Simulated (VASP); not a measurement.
Write the native input for VASP 6.6.1 that does the following.

```
Task                   : single point
Functional             : PBE
Potentials or basis    : VASP PAW PBE potentials, release 64 (Be, S)
Cutoff                 : 520 eV
k mesh                 : 6 × 6 × 6
Occupations            : gaussian, width 0.1 eV
Spin                   : no spin polarisation
Dipole correction      : no
Further INCAR settings : ALGO = Normal; EDIFF = 1e-06; NBANDS = 14
```

The structure of BeS2 lies in POSCAR:

```
BeS2
1.0
   -2.2231966528      2.2231966528      2.4601811477
    2.2231966528     -2.2231966528      2.4601811477
    2.2231966528      2.2231966528     -2.4601811477
Be S
1 2
Direct
    0.0000000000      0.0000000000      0.0000000000
    0.5000000000      0.0000000000      0.5000000000
    0.0000000000      0.5000000000      0.5000000000
```

The cell was generated, and may not be a known phase.

One way to write it, as run:

INCAR

```
SYSTEM = BeS2
PREC = Accurate
ENCUT = 520
EDIFF = 1E-6
ISMEAR = 0
SIGMA = 0.1
LREAL = .False.
LASPH = .True.
NELM = 60
ALGO = Normal
ISIF = 2
LWAVE = .False.
LCHARG = .False.
GGA = PE
NBANDS = 14
```

KPOINTS

```
regular mesh
0
Gamma
  6 6 6
  0 0 0
```

Potentials or basis: VASP PAW PBE potentials, release 64 (Be, S).

Launch:

```console
$ cat potpaw_PBE.64/Be/POTCAR potpaw_PBE.64/S/POTCAR > POTCAR
$ mpirun -np 1 vasp_std > vasp.out
```

It gave:

```json
{"Pressure": "0.0 GPa", "Band gap on the k mesh": "zero (bands 7 and 8 overlap by 2.54 eV)"}
```

Run time: 25 s on 1 thread of AMD EPYC 7R43 64-Core Processor (Zen 3), on a shared host, peak memory 0.13 GiB.
